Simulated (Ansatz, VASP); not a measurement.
One calculation of Al2O3, two programs

```xyz
5
Lattice="2.9758 0.0000 0.0000 -1.4879 2.5771 0.0000 0.0000 0.0000 7.3178" Properties=species:S:1:pos:R:3 pbc="T T T"
Al    0.0000    0.0000    1.9907
Al    0.0000    0.0000    5.3270
O     0.0000    1.7181    1.3954
O     1.4879    0.8590    5.9224
O     0.0000    0.0000    3.6589
```

Alike in both runs: functional PBEsol; dispersion D3(BJ); k mesh 12 × 12 × 4; no spin polarisation.

Ansatz relaxed the structure, and its values are those at the end. VASP's run is a single point on that final structure, the one shown.

|  | VASP | Ansatz |
| --- | --- | --- |
| version | VASP 6.6.1 | Ansatz 0.2.0 |
| potentials or method | VASP PAW PBE potentials, release 64 (Al, O), cutoff 520 eV | plane waves, PAW |
| occupations | gaussian, width 0.01 eV | fixed |
| valence electrons in the cell | 24 | 24 |

Ansatz gave:

| Item | Value |
| --- | --- |
| pressure (GPa) | 0.0 |
| rms of the force components (eV/Å) | 0.002 |

What did VASP give for the same quantities?

Pressure (GPa): 0.3; rms of the force components (eV/Å): 0.035.

VASP's potentials were made for PBE, not for PBEsol.
